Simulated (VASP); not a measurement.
# AlGa3N4 (Cm) in VASP: notebook

AlGa3N4 is run at these levels: r2SCAN; tasks: single point.

All numbers are computed with VASP 6.6.1; they aren't measurements. Logs are shortened: lines on timing, memory, paths and dates and some standing lists are left out, and cuts for length are marked.

**1. The cell of the first run**

Symmetry: Cm, No. 8, monoclinic system. Conventional cell: a = 6.315 Å, b = 6.315 Å, c = 4.465 Å, α = 90.00°, β = 90.00°, γ = 90.00°. Within 2.5 Å of Al (site symmetry m) lie 4 N at 1.90 Å. Within 2.4 Å of Ga (site symmetry 1) lie 4 N at 1.84 to 2.06 Å. Ga (site symmetry m) has 4 N at 1.74 to 2.16 Å within 2.3 Å. Within 2.3 Å of N (site symmetry m) lie 3 Ga at 1.74 to 2.06 Å and 1 Al at 1.90 Å. N (site symmetry 1) has 3 Ga at 1.84 to 2.05 Å and 1 Al at 1.90 Å within 2.4 Å. Within 2.5 Å of N (site symmetry m) lie 3 Ga at 1.85 to 2.16 Å and 1 Al at 1.90 Å.

**2. Single point, r2SCAN (atoms displaced along a vibrational mode)**

Contents of POSCAR:

```
AlGa3N4
1.0
    4.4653444470      0.0000000000      0.0000000000
    0.0000000000      4.4653444470      0.0000000000
    0.0000000000      0.0000000000      4.4653444470
Al Ga N
1 3 4
Direct
    0.0000000000      0.0000000000      0.0000000000
    0.4956634296      0.5000000000      0.0000000000
    0.5043365704      0.0000000000      0.4956634296
    0.0000000000      0.5000000000      0.5043365704
    0.7370658681      0.7919214290      0.2629341319
    0.7736362421      0.2446489449      0.7370658681
    0.2263637579      0.7187806812      0.7736362421
    0.2629341319      0.2446489449      0.2263637579
```

Contents of INCAR.step1:

```
PREC = Accurate ; ENCUT = 520
ISMEAR = 0 ; SIGMA = 0.05
LREAL = False ; LASPH = True
NELM = 80 ; NBANDS = 41
GGA = PE ; ALGO = Normal
EDIFF = 1E-4 ; LWAVE = True
LCHARG = False
```

Contents of INCAR.step2:

```
PREC = Accurate ; ENCUT = 520
EDIFF = 1E-7 ; ISMEAR = 0
SIGMA = 0.05 ; LREAL = False
LASPH = True ; NELM = 80
ALGO = Normal ; ISIF = 2
LWAVE = False ; LCHARG = False
METAGGA = R2SCAN ; LMIXTAU = True
NBANDS = 41 ; ISTART = 1
```

Contents of KPOINTS:

```
Automatic mesh
0
Gamma
  6 6 6
```

Potentials or basis: VASP PAW PBE potentials, release 64 (Al, Ga_d, N).

The run is started by

```
$ cat potpaw_PBE.64/Al/POTCAR potpaw_PBE.64/Ga_d/POTCAR potpaw_PBE.64/N/POTCAR > POTCAR
$ cp INCAR.step1 INCAR
$ mpirun -np 1 vasp_std > vasp.out
$ cp INCAR.step2 INCAR
$ mpirun -np 1 vasp_std > vasp.out
```

OUTCAR:

```text
PREC = Accurate
   ENCUT = 520
   EDIFF = 1E-7
   ISMEAR = 0
   LREAL = False
   LASPH = True
   NELM = 80
   ISIF = 2
   METAGGA = R2SCAN
   ISTART = 1

 ion  position               nearest neighbor table
   1  0.000  0.000  0.000-   6 1.90   8 1.90   7 1.90   5 1.90   3 3.13
   2  0.496  0.500  0.000-   8 1.84   7 1.85   6 2.05   5 2.06
   3  0.504  0.000  0.496-   5 1.74   8 1.95   6 1.95   7 2.16   1 3.13
   4  0.000  0.500  0.504-   6 1.84   7 1.85   8 2.05   5 2.06
   5  0.737  0.792  0.263-   3 1.74   1 1.90   2 2.06   4 2.06
   6  0.774  0.245  0.737-   4 1.84   1 1.90   3 1.95   2 2.05
   7  0.226  0.719  0.774-   2 1.85   4 1.85   1 1.90   3 2.16
   8  0.263  0.245  0.226-   2 1.84   1 1.90   3 1.95   4 2.05

  LATTYP: Found a simple cubic cell.
 ALAT       =     4.4653444470

  Lattice vectors:

 A1 = (   4.4653444470,   0.0000000000,   0.0000000000)
 A2 = (   0.0000000000,   4.4653444470,   0.0000000000)
 A3 = (   0.0000000000,   0.0000000000,   4.4653444470)

Analysis of symmetry for initial positions (statically):
=====================================================================
 Subroutine PRICEL returns:
 Original cell was already a primitive cell.

 Routine SETGRP: Setting up the symmetry group for a
 simple cubic supercell.

 Subroutine GETGRP returns: Found  2 space group operations
 (whereof  2 operations were pure point group operations)
 out of a pool of 48 trial point group operations.

The static configuration has the point symmetry C_1h.

Analysis of symmetry for dynamics (positions and initial velocities):
=====================================================================
 Subroutine PRICEL returns:
 Original cell was already a primitive cell.

 Routine SETGRP: Setting up the symmetry group for a
 simple cubic supercell.

 Subroutine GETGRP returns: Found  2 space group operations
 (whereof  2 operations were pure point group operations)
 out of a pool of 48 trial point group operations.

The dynamic configuration has the point symmetry C_1h.

 Subroutine INISYM returns: Found  2 space group operations
 (whereof  2 operations are pure point group operations),
 and found     1 'primitive' translations

----------------------------------------------------------------------------------------

                                     Primitive cell

  volume of cell :      89.0358

[... 100 lines left out ...]
   EDIFF  = 0.1E-06   stopping-criterion for ELM
   LREAL  =      F    real-space projection
   EDIFFG = 0.1E-05   stopping-criterion for IOM
   NSW    =      0    number of steps for IOM
   IBRION =     -1    ionic relax: 0-MD 1-quasi-New 2-CG
   NFREE  =      0    steps in history (QN), initial steepest desc. (CG)
   ISIF   =      2    stress and relaxation
   ISYM   =      2    0-nonsym 1-usesym 2-fastsym
   POTIM  = 0.5000    time-step for ionic-motion
   TEBEG  =    0.0;   TEEND  =   0.0 temperature during run
   PSTRESS=    0.0 pullay stress
   NELECT =      62.0000    total number of electrons
   NUPDOWN=      -1.0000    fix difference up-down
   EMIN   =  10.00;   EMAX   =-10.00  energy-range for DOS
   EFERMI =   0.00;   METHOD = LEGACY
   ISMEAR =     0;   SIGMA  =   0.05  broadening in eV -4-tet -1-fermi 0-gaus
   EFERMI_NEDOS =   21; number of points for ismear=-14 and -15
   IALGO  =     38    algorithm
   IMIX   =      4    mixing-type and parameters
     AMIX     =   0.40;   BMIX     =  1.00
     AMIX_MAG =   1.60;   BMIX_MAG =  1.00
  volume/ion in A,a.u.               =      11.13        75.11
  Fermi-wavevector in a.u.,A,eV,Ry     =   1.451055  2.742096 28.647877  2.105560
  Thomas-Fermi vector in A             =   2.568596
   LORBIT       =      0    0 simple, 1 ext, 2 COOP (PROOUT), +10 PAW based schemes
   METAGGA = R2SCAN    functional components
   LHFCALC =     F    Hartree Fock is set to
   AEXX    =    0.0000 exact exchange contribution
   IVDW    =     0    specifies the selected vdW correction
   LEPSILON=     F    determine dielectric tensor
   LRPA    =     F    only Hartree local field effects (RPA)
 non-spin polarized calculation
 Gauss-broadening in eV      SIGMA  =   0.05
  energy-cutoff  :      520.00
  volume of cell :       89.04
 maximum number of plane-waves:      2440
 NGX is ok and might be reduce to    36
   NGX = 17   NGY = 17   NGZ = 17

 number of electron      61.9999990 magnetization

 Free energy of the ion-electron system (eV)
  ---------------------------------------------------
  ext. energy  EPLUGINS =         0.00000000
  ---------------------------------------------------
  free energy    TOTEN  =       -83.71312220 eV

  energy without entropy =      -83.71312220  energy(sigma->0) =      -83.71312220

 E-fermi :   5.4897     XC(G=0): -12.3759

 val. band max:        5.2450220505   @ k =   0.0000   0.0000   0.0000
 cond. band min:       7.9060915479   @ k =   0.0000   0.0000   0.0000
 fundamental gap:      2.6610694973
 Fermi energy:         5.4897174401

 k-point     1 :       0.0000    0.0000    0.0000
  band No.  band energies     occupation
      1     -11.4094      2.00000
      2     -10.1479      2.00000
      3     -10.0442      2.00000
      4      -9.9818      2.00000
      5      -8.3789      2.00000
      6      -8.3653      2.00000
[... 1045 lines left out ...]
     40      15.6805      0.00000
     41      15.8525      0.00000

 [... further k-points ...]
[... 5 lines left out ...]
  --------------------------------------------------------------------------------------
  -------------------------------------------------------------------------------------
  Total        3.0505944      2.7652724      3.0505944     -0.2644670      0.2645613     -1.0249993
  in kB       54.8946674     49.7603711     54.8946674     -4.7590154      4.7607127    -18.4446010
  external PRESSURE =      53.1832353 kB  Pullay stress =       0.0000000 kB

 VOLUME and BASIS-vectors are now :
 -----------------------------------------------------------------------------
  energy-cutoff  :      520.00
  volume of cell :       89.04
      direct lattice vectors                 reciprocal lattice vectors
     4.465344447  0.000000000  0.000000000     0.223946890  0.000000000  0.000000000
     0.000000000  4.465344447  0.000000000     0.000000000  0.223946890  0.000000000
     0.000000000  0.000000000  4.465344447     0.000000000  0.000000000  0.223946890

 POSITION                                       TOTAL-FORCE (eV/Angst)
 -----------------------------------------------------------------------------------
      0.00000      0.00000      0.00000        -0.004975     -0.025517      0.004975
      2.21331      2.23267      0.00000         1.975201      0.172098     -0.043724
      2.25204      0.00000      2.21331        -2.408812      1.469988      2.408812
      0.00000      2.23267      2.25204         0.043724      0.172098     -1.975201
      3.29125      3.53620      1.17409         2.850749     -3.747600     -2.850749
      3.45455      1.09244      3.29125        -1.587116     -0.506129      1.671732
      1.01079      3.20960      3.45455         0.802961      2.971191     -0.802961
      1.17409      1.09244      1.01079        -1.671732     -0.506129      1.587116
 -----------------------------------------------------------------------------------
    total drift:                               -0.004492     -0.000519      0.004494

  FREE ENERGIE OF THE ION-ELECTRON SYSTEM (eV)
  ---------------------------------------------------
  free  energy   TOTEN  =       -83.7131222046 eV

  energy  without entropy=      -83.7131222046  energy(sigma->0) =      -83.71312220
```

OUTCAR.step1:

```text
PREC = Accurate
   ENCUT = 520
   ISMEAR = 0
   LREAL = False
   LASPH = True
[... 1300 lines left out ...]
      3.29125      3.53620      1.17409         2.753865     -3.578120     -2.753865
      3.45455      1.09244      3.29125        -1.503889     -0.503693      1.612728
      1.01079      3.20960      3.45455         0.748950      2.854679     -0.748950
      1.17409      1.09244      1.01079        -1.612728     -0.503693      1.503889
 -----------------------------------------------------------------------------------
    total drift:                               -0.000038     -0.000542      0.000040

  FREE ENERGIE OF THE ION-ELECTRON SYSTEM (eV)
  ---------------------------------------------------
  free  energy   TOTEN  =       -50.1364309894 eV

  energy  without entropy=      -50.1364309894  energy(sigma->0) =      -50.13643099
```

OSZICAR.step1:

```text
N       E                     dE             d eps       ncg     rms          rms(c)
DAV:   1     0.633092962996E+03    0.63309E+03   -0.28015E+04  6363   0.256E+03
DAV:   2     0.545263373327E+02   -0.57857E+03   -0.54020E+03  6000   0.634E+02
DAV:   3    -0.514780468117E+02   -0.10600E+03   -0.10252E+03  6314   0.193E+02
DAV:   4    -0.588693530599E+02   -0.73913E+01   -0.73213E+01  7585   0.543E+01
DAV:   5    -0.590743423525E+02   -0.20499E+00   -0.20473E+00  7038   0.888E+00    0.163E+01
DAV:   6    -0.498203942510E+02    0.92539E+01   -0.26793E+01 10328   0.620E+01    0.457E+00
DAV:   7    -0.501879799759E+02   -0.36759E+00   -0.48605E+00  6634   0.126E+01    0.410E+00
DAV:   8    -0.501709931912E+02    0.16987E-01   -0.53772E-01  8070   0.877E+00    0.111E+00
DAV:   9    -0.501354676858E+02    0.35526E-01   -0.15485E-01  8871   0.561E+00    0.513E-01
DAV:  10    -0.501362014185E+02   -0.73373E-03   -0.21237E-02  6733   0.103E+00    0.186E-01
DAV:  11    -0.501363874337E+02   -0.18602E-03   -0.24089E-03  8764   0.876E-01    0.336E-02
DAV:  12    -0.501364309894E+02   -0.43556E-04   -0.30391E-04  5713   0.376E-01
   1 F= -.50136431E+02 E0= -.50136431E+02  d E =-.196748E-11
```

It took 10 min on 1 thread of Intel Xeon 6975P-C (Granite Rapids), shared host; peak memory 0.34 GiB.

Results:

* Free energy: -83.7131 eV
* Pressure: 5.3 GPa
* Largest force: 5.504 eV/Å
* Band gap on the k mesh: 2.66 eV

Forces on the atoms (eV/Å):
```
Al  -0.005 -0.026  0.005
Ga   1.975  0.172 -0.044
Ga  -2.409  1.470  2.409
Ga   0.044  0.172 -1.975
N    2.851 -3.748 -2.851
N   -1.587 -0.506  1.672
N    0.803  2.971 -0.803
N   -1.672 -0.506  1.587
```

Caveat: the cell differs from its parent crystal (atoms displaced along a vibrational mode); the cell stands under pressure; the PAW data sets were made with another functional, which shifts forces and pressure a little.

**3. Single point, r2SCAN (atoms displaced along a vibrational mode)**

Contents of POSCAR:

```
AlGa3N4
1.0
    4.4653444470      0.0000000000      0.0000000000
    0.0000000000      4.4653444470      0.0000000000
    0.0000000000      0.0000000000      4.4653444470
Al Ga N
1 3 4
Direct
    0.0000000000      0.0000000000      0.0000000000
    0.5032524278      0.5000000000      0.0000000000
    0.4967475722      0.0000000000      0.5032524278
    0.0000000000      0.5000000000      0.4967475722
    0.7690649453      0.7279232746      0.2309350547
    0.7416371649      0.2446489449      0.7690649453
    0.2583628351      0.7827788356      0.7416371649
    0.2309350547      0.2446489449      0.2583628351
```

Contents of INCAR.step1:

```
SYSTEM = AlGa3N4
ALGO = Normal
EDIFF = 1E-4
ENCUT = 520
GGA = PE
ISMEAR = 0
LASPH = .True.
LCHARG = .False.
LREAL = .False.
LWAVE = .True.
NBANDS = 41
NELM = 60
PREC = Accurate
SIGMA = 0.05
```

Contents of INCAR.step2:

```
SYSTEM = AlGa3N4
ALGO = Normal
EDIFF = 1E-6
ENCUT = 520
ISIF = 2
ISMEAR = 0
ISTART = 1
LASPH = .True.
LCHARG = .False.
LMIXTAU = .True.
LREAL = .False.
LWAVE = .False.
METAGGA = R2SCAN
NBANDS = 41
NELM = 60
PREC = Accurate
SIGMA = 0.05
```

Contents of KPOINTS:

```
k-points
0
Gamma
  6 6 6
  0 0 0
```

Potentials or basis: VASP PAW PBE potentials, release 64 (Al, Ga_d, N).

The run is started by

```
$ cat potpaw_PBE.64/Al/POTCAR potpaw_PBE.64/Ga_d/POTCAR potpaw_PBE.64/N/POTCAR > POTCAR
$ cp INCAR.step1 INCAR
$ mpirun -np 1 vasp_std > vasp.out
$ cp INCAR.step2 INCAR
$ mpirun -np 1 vasp_std > vasp.out
```

It took 10 min on 1 thread of Intel Xeon 6975P-C (Granite Rapids), shared host; peak memory 0.35 GiB.

Results (log left out):

```
Free energy            : -84.2286 eV
Pressure               : 3.2 GPa
Largest force          : 3.739 eV/Å
Band gap on the k mesh : 2.73 eV
```

Forces on the atoms (eV/Å):
```
Al   0.002 -0.015 -0.002
Ga  -1.458  0.092  0.018
Ga   1.639  0.813 -1.639
Ga  -0.018  0.092  1.458
N   -0.704  2.267  0.704
N    1.250 -0.304 -1.162
N   -1.872 -2.641  1.872
N    1.162 -0.304 -1.250
```

Stress tensor (GPa, compression positive):
```
 3.34  0.20 -1.00
 0.20  3.08 -0.20
-1.00 -0.20  3.34
```

Levels at points of the mesh, in eV from the valence-band top:
| k point | band 27 | band 28 | band 29 | band 30 | band 31 | band 32 | band 33 | band 34 | band 35 | band 36 |
| --- | --- | --- | --- | --- | --- | --- | --- | --- | --- | --- |
| (0.00, 0.00, 0.00) | -2.48 | -2.45 | -0.08 | -0.01 | 0.00 | 2.73 | 3.85 | 3.87 | 3.99 | 7.14 |
| (0.50, 0.00, 0.00) | -2.79 | -1.58 | -1.57 | -1.18 | -1.17 | 5.31 | 5.43 | 6.63 | 6.70 | 8.02 |
| (0.00, 0.50, 0.00) | -2.85 | -1.55 | -1.54 | -1.25 | -1.20 | 5.34 | 5.43 | 6.55 | 6.57 | 8.23 |
| (0.50, 0.50, 0.00) | -2.96 | -1.11 | -1.02 | -0.84 | -0.56 | 6.80 | 6.85 | 7.15 | 7.92 | 8.05 |
| (0.50, 0.00, 0.50) | -2.83 | -1.21 | -0.96 | -0.86 | -0.55 | 7.03 | 7.17 | 7.31 | 7.89 | 8.20 |
| (0.50, 0.50, 0.50) | -0.91 | -0.80 | -0.75 | -0.62 | -0.51 | 5.44 | 5.47 | 5.54 | 6.90 | 9.32 |

Caveat: the cell differs from its parent crystal (atoms displaced along a vibrational mode); the cell stands under pressure; the PAW data sets were made with another functional, which shifts forces and pressure a little.
